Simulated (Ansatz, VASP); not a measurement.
This is a calculation of Hf2Pd2Se2Br2O3 for Ansatz 0.2.0.

Contents of input.yaml:

```yaml
crystal:
  lattice:
    - [7.58666, -1.70971, -1.17576]
    - [7.58666, 1.70971, -1.17576]
    - [-2.02446, 0.0, 13.05155]
  atoms:
    - { symbol: Hf, position: [0.94514, 0.94514, 0.06144] }
    - { symbol: Hf, position: [0.60628, 0.60628, 0.28309] }
    - { symbol: Pd, position: [0.1792, 0.1792, 0.50964] }
    - { symbol: Pd, position: [0.32286, 0.32286, 0.74307] }
    - { symbol: Se, position: [0.92232, 0.92232, 0.84566] }
    - { symbol: Se, position: [0.78991, 0.78991, 0.588] }
    - { symbol: Br, position: [0.58645, 0.58645, 0.0452] }
    - { symbol: Br, position: [0.24604, 0.24604, 0.28651] }
    - { symbol: O, position: [0.59701, 0.59701, 0.42127] }
    - { symbol: O, position: [0.38554, 0.38554, 0.07302] }
    - { symbol: O, position: [0.03094, 0.03094, 0.22169] }
hamiltonian:
  xc: { exchange: pbe, correlation: pbe, exx: { coeff: 0.25, omega: 0.3 } }
  pseudopotentials: { kind: paw }
kpoints:
  mp_grid: { grid: [4, 4, 1] }
scf:
  occupations: { method: fermi_dirac, width: 0.05 }
output:
  forces: true
  stress: true
  eigenvalues: true
```

Potentials or basis: Ansatz PAW.

The run is started by

```console
$ ansatz run input.yaml --threads 8 --pin off --max-ram 20480MiB --backend cpu --events-out ev --progress --plain --runs-dir out
```

**Question.** Set up the same calculation for VASP 6.6.1. Potentials there: VASP PAW PBE potentials, release 64 (Hf_pv, Pd, Se, Br, O).

**Answer.** As run (the cutoff follows the program's own potentials):

File POSCAR:

```
Hf2Pd2Se2Br2O3
1.0
    7.5866600000     -1.7097100000     -1.1757600000
    7.5866600000      1.7097100000     -1.1757600000
   -2.0244600000      0.0000000000     13.0515500000
Hf Pd Se Br O
2 2 2 2 3
Direct
    0.9451400000      0.9451400000      0.0614400000
    0.6062800000      0.6062800000      0.2830900000
    0.1792000000      0.1792000000      0.5096400000
    0.3228600000      0.3228600000      0.7430700000
    0.9223200000      0.9223200000      0.8456600000
    0.7899100000      0.7899100000      0.5880000000
    0.5864500000      0.5864500000      0.0452000000
    0.2460400000      0.2460400000      0.2865100000
    0.5970100000      0.5970100000      0.4212700000
    0.3855400000      0.3855400000      0.0730200000
    0.0309400000      0.0309400000      0.2216900000
```

INCAR.step1

```
PREC = Accurate
ENCUT = 520
EDIFF = 1E-5
ISMEAR = -1
SIGMA = 0.05
LREAL = F
LASPH = T
NELM = 60
ALGO = Normal
ISIF = 2
LWAVE = T
NBANDS = 53
GGA = PE
LUSENCCL = F
```

File INCAR.step2:

```
PREC = Accurate
ENCUT = 520
EDIFF = 1E-6
ISMEAR = -1
SIGMA = 0.05
LREAL = F
LASPH = T
NELM = 60
ALGO = Normal
ISIF = 2
LWAVE = F
LCHARG = T
GGA = PE
LHFCALC = T
AEXX = 0.25
HFSCREEN = 0.3
PRECFOCK = Fast
LELF = T
LVHAR = T
NBANDS = 53
ISTART = 1
LUSENCCL = F
```

The input KPOINTS:

```
regular mesh
0
Gamma
  4 4 1
```

Potentials or basis: VASP PAW PBE potentials, release 64 (Hf_pv, Pd, Se, Br, O).

Run with:

```sh
$ cat potpaw_PBE.64/Hf_pv/POTCAR potpaw_PBE.64/Pd/POTCAR potpaw_PBE.64/Se/POTCAR potpaw_PBE.64/Br/POTCAR potpaw_PBE.64/O/POTCAR > POTCAR
$ cp INCAR.step1 INCAR
$ mpirun -np 1 vasp_std > vasp.out
$ cp INCAR.step2 INCAR
$ mpirun -np 1 vasp_std > vasp.out
```

Both were run:

|  | VASP | Ansatz | Ansatz less VASP |
| --- | --- | --- | --- |
| gap on the k mesh at the Fermi level (eV) | 1.59 | 1.61 | +0.017 |
| least direct gap on the mesh (eV) | 1.61 | 1.62 | +0.015 |
| pressure (GPa) | -2.1 | -1.5 | +0.61 |
| traceless stress, the component that is largest in VASP (GPa) | -0.59 | -0.42 | +0.172 |
| rms of the force components (eV/Å) | 0.248 | 0.186 | -0.0627 |

VASP's potentials were made for PBE, not for PBE-based screened hybrid. Atom by atom the forces differ by 0.077 eV/Å (rms over components). With one functional, cell and mesh, what is left measures potentials, basis and numerics. VASP's potentials hold 84 valence electrons a cell and Ansatz's 152, so a difference there can come from the potentials and not from the codes.

The k mesh is coarse, so the values compare programs but aren't converged. Neither program's run includes spin-orbit coupling.
